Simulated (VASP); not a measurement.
**Mn: single point with BLYP**

Mn:

```
Mn
1.0
    -1.37129    1.37129    1.37129
     1.37129   -1.37129    1.37129
     1.37129    1.37129   -1.37129
Mn
1
Direct
  0.00000 0.00000 0.00000
```

This cell differs from its parent crystal: volume scaled by 0.92.

| Item | Value |
| --- | --- |
| Program | VASP 6.6.1 |
| Task | single point |
| Functional | BLYP |
| Potentials or basis | VASP PAW PBE potentials, release 64 (Mn_pv) |
| Cutoff | 520 eV |
| k mesh | 18 × 18 × 18 |
| Occupations | fermi-dirac, width 0.1 eV |
| Spin | no spin polarisation |

```yaml
Pressure: 25.0 GPa
```

Levels at points of the mesh, in eV from the Fermi level:
| k point | band 2 | band 3 | band 4 | band 5 | band 6 | band 7 | band 8 | band 9 | band 10 | band 11 |
| --- | --- | --- | --- | --- | --- | --- | --- | --- | --- | --- |
| (0.00, 0.00, 0.00) | -47.82 | -47.82 | -8.62 | -1.73 | -1.73 | -1.73 | 0.37 | 0.37 | 24.33 | 24.33 |
| (0.50, 0.00, 0.00) | -48.10 | -47.82 | -5.14 | -3.25 | 0.35 | 0.69 | 0.99 | 2.02 | 9.85 | 18.54 |
| (0.50, 0.50, 0.50) | -48.43 | -48.43 | -5.02 | -5.02 | 1.63 | 1.63 | 1.63 | 11.13 | 11.13 | 11.13 |

It took 22 s on 1 thread of Intel(R) Xeon(R) Platinum 8375C CPU @ 2.90GHz (Ice Lake), on a shared host, peak memory 0.14 GiB.

Caveat: the PAW data sets were made with another functional, which shifts forces and pressure a little; the run has no spin polarisation, though such a crystal can be magnetic. Spin polarisation is off, so any magnetic state and its effect on volume and gap are missing.
